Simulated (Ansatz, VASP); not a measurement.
**Two plane-wave programs on GaN**

POSCAR

```
GaN
1.0
    2.6955546006      0.0000000000      0.0000000000
    0.0000000000      2.6955546006      0.0000000000
    0.0000000000      0.0000000000      2.6955546006
Ga N
1 1
Direct
    0.0000000000      0.0000000000      0.0000000000
    0.5000000000      0.5000000000      0.5000000000
```

INCAR.step1

```
PREC     = Accurate       # precision mode
ENCUT    = 660            # plane-wave cutoff, eV
ISMEAR   = -1             # smearing method
SIGMA    = 0.02           # smearing width, eV
LREAL    = F              # projectors in reciprocal space
LASPH    = T              # aspherical terms in the spheres
NELM     = 120            # most SCF steps
ISYM     = 0            
NBANDS   = 16             # bands
GGA      = PE             # functional
ALGO     = Normal         # electronic algorithm
EDIFF    = 1E-5           # SCF threshold, eV
LWAVE    = T              # write WAVECAR
LCHARG   = F              # write CHGCAR
GGA_COMPAT= F
```

Contents of INCAR.step2:

```
PREC     = Accurate       # precision mode
ENCUT    = 660            # plane-wave cutoff, eV
EDIFF    = 1E-6           # SCF threshold, eV
ISMEAR   = -1             # smearing method
SIGMA    = 0.02           # smearing width, eV
LREAL    = F              # projectors in reciprocal space
LASPH    = T              # aspherical terms in the spheres
NELM     = 120            # most SCF steps
ALGO     = Normal         # electronic algorithm
ISIF     = 2              # what is computed and relaxed
LWAVE    = F              # write WAVECAR
LCHARG   = F              # write CHGCAR
METAGGA  = R2SCAN         # meta-GGA
LMIXTAU  = T            
ISYM     = 0            
NBANDS   = 16             # bands
ISTART   = 1            
GGA_COMPAT= F
```

KPOINTS

```
Automatic mesh
0
Gamma
  6 6 6
```

Input for Ansatz:

```yaml
crystal:
  lattice:
    - [2.6955546006, 0.0, 0.0]
    - [0.0, 2.6955546006, 0.0]
    - [0.0, 0.0, 2.6955546006]
  atoms:
    - { symbol: Ga, position: [0.0, 0.0, 0.0] }
    - { symbol: "N", position: [0.5, 0.5, 0.5] }
  symmetry: { detect: false }
kpoints:
  mp_grid: { grid: [6, 6, 6] }
hamiltonian:
  xc: r2scan
scf:
  occupations: { method: fermi_dirac, width: 0.02 }
  n_extra_bands: 4
output:
  forces: true
  stress: true
  eigenvalues: true
```

Alike in both runs: task single point; functional r2SCAN; k mesh 6 × 6 × 6; occupations fermi-dirac, width 0.02 eV; no spin polarisation.

```csv
,VASP,Ansatz
version,VASP 6.6.1,Ansatz 0.2.0
potentials or method,"VASP PAW PBE potentials, release 64 (Ga_d, N)",plane waves
plane-wave cutoff (eV),660,500
valence electrons in the cell,18,18
```

Ansatz gave:

* pressure (GPa): 0.4

Task: Which values does VASP return?

Result: Pressure (GPa): 1.0.

VASP's potentials were made for PBE, not for r2SCAN. The functional is the same, so the differences come from potentials, cutoffs and numerics.

The k mesh is coarse, so the values compare programs but aren't converged.
